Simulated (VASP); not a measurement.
Input of a VASP 6.6.1 run:

Contents of INCAR:

```
PREC     = Accurate       # precision mode
ENCUT    = 600            # plane-wave cutoff, eV
EDIFF    = 1E-6           # SCF threshold, eV
ISMEAR   = 0              # smearing method
SIGMA    = 0.1            # smearing width, eV
LREAL    = F              # projectors in reciprocal space
LASPH    = T              # aspherical terms in the spheres
NELM     = 200            # most SCF steps
ALGO     = Normal         # electronic algorithm
ISIF     = 2              # what is computed and relaxed
LWAVE    = F              # write WAVECAR
LCHARG   = T              # write CHGCAR
ISPIN    = 2              # spin polarisation
MAGMOM   = 0 0 0 0 2.5 2.5 # initial moments
LORBIT   = 11             # projections on sites
GGA      = PE             # functional
LVHAR    = T            
NBANDS   = 28             # bands
GGA_COMPAT= F            
KPAR     = 4
```

KPOINTS

```
Automatic mesh
0
Gamma
  12 12 10
```

POSCAR

```
AlO2
1.0
    1.4881620000     -5.4028330000      0.0000000000
    1.4881620000      5.4028330000      0.0000000000
    0.0000000000      0.0000000000      3.6466120000
Al O
2 4
Direct
    0.3318670000      0.6681330000      0.2500000000
    0.6681330000      0.3318670000      0.7500000000
    0.7058160000      0.2941840000      0.2500000000
    0.2941840000      0.7058160000      0.7500000000
    0.9389280000      0.0610720000      0.2500000000
    0.0610720000      0.9389280000      0.7500000000
```

Potentials or basis: VASP PAW PBE potentials, release 64 (Al, O).

The run is started by

```sh
$ cat potpaw_PBE.64/Al/POTCAR potpaw_PBE.64/O/POTCAR > POTCAR
$ mpirun -np 4 vasp_std > vasp.out
```

Task: What does it give for the site moments?

Result: Al -0.01; O +0.10, +0.73 (each value once) μB.

Task: What does it give for the net moment?

Result: 1.92 μB per cell.

Task: Predict the largest force.

Result: 0.034 eV/Å.

Forces in eV/Å, atoms in the order of the input:
```
Al   0.000  0.011  0.000
Al   0.000 -0.011  0.000
O    0.000 -0.017  0.000
O    0.000  0.017  0.000
O    0.000  0.034  0.000
O    0.000 -0.034  0.000
```
